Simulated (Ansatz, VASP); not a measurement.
**Two plane-wave programs on Sb**

File POSCAR:

```
Sb
1.0
    3.1600000000      0.0000000000      0.0000000000
    0.0000000000      3.1600000000      0.0000000000
    0.0000000000      0.0000000000      3.1600000000
Sb
1
Direct
    0.0000000000      0.0000000000      0.0000000000
```

Contents of INCAR.step1:

```
PREC     = Accurate       # precision mode
ENCUT    = 520            # plane-wave cutoff, eV
EDIFF    = 1E-5           # SCF threshold, eV
ISMEAR   = -1             # smearing method
SIGMA    = 0.05           # smearing width, eV
LREAL    = False          # projectors in reciprocal space
LASPH    = True           # aspherical terms in the spheres
NELM     = 60             # most SCF steps
ALGO     = Normal         # electronic algorithm
ISIF     = 2              # what is computed and relaxed
LWAVE    = True           # write WAVECAR
LCHARG   = False          # write CHGCAR
GGA      = PE             # functional
NBANDS   = 8              # bands
```

Contents of INCAR.step2:

```
PREC     = Accurate       # precision mode
ENCUT    = 520            # plane-wave cutoff, eV
EDIFF    = 1E-6           # SCF threshold, eV
ISMEAR   = -1             # smearing method
SIGMA    = 0.05           # smearing width, eV
LREAL    = False          # projectors in reciprocal space
LASPH    = True           # aspherical terms in the spheres
NELM     = 60             # most SCF steps
ALGO     = Normal         # electronic algorithm
ISIF     = 2              # what is computed and relaxed
LWAVE    = False          # write WAVECAR
LCHARG   = False          # write CHGCAR
METAGGA  = R2SCAN         # meta-GGA
LHFCALC  = True           # exact exchange
AEXX     = 0.25           # exact-exchange fraction
LMIXTAU  = True         
PRECFOCK = Normal       
ISTART   = 1            
NBANDS   = 8              # bands
```

File KPOINTS:

```
Automatic mesh
0
Gamma
  4 4 4
```

File input.yaml:

```yaml
crystal:
  lattice:
    - [3.16, 0.0, 0.0]
    - [0.0, 3.16, 0.0]
    - [0.0, 0.0, 3.16]
  atoms:
    - { symbol: Sb, position: [0.0, 0.0, 0.0] }
hamiltonian:
  xc: r2scan0
  pseudopotentials: { kind: paw }
kpoints:
  mp_grid: { grid: [4, 4, 4] }
scf:
  occupations: { method: fermi_dirac, width: 0.05 }
output:
  forces: true
  stress: true
  eigenvalues: true
```

Alike in both runs: task single point; functional r2SCAN0; k mesh 4 × 4 × 4; occupations fermi-dirac, width 0.05 eV; no spin polarisation.

```csv
,VASP,Ansatz
version,VASP 6.6.1,Ansatz 0.2.0
potentials or method,"VASP PAW PBE potentials, release 64 (Sb)",Ansatz PAW
plane-wave cutoff (eV),520,500
valence electrons in the cell,5,15
```

```csv
,VASP,Ansatz,Ansatz less VASP
gap on the k mesh at the Fermi level (eV),none,none,-
pressure (GPa),-7.2,-6.2,+1.01
```

VASP's potentials were made for PBE, not for r2SCAN0. A gap of «none» marks a metal or a gap that the smearing closes. VASP's potentials hold 5 valence electrons a cell and Ansatz's 15, so a difference there can come from the potentials and not from the codes.

The k mesh is coarse, so the values compare programs but aren't converged. Spin-orbit coupling is off throughout.
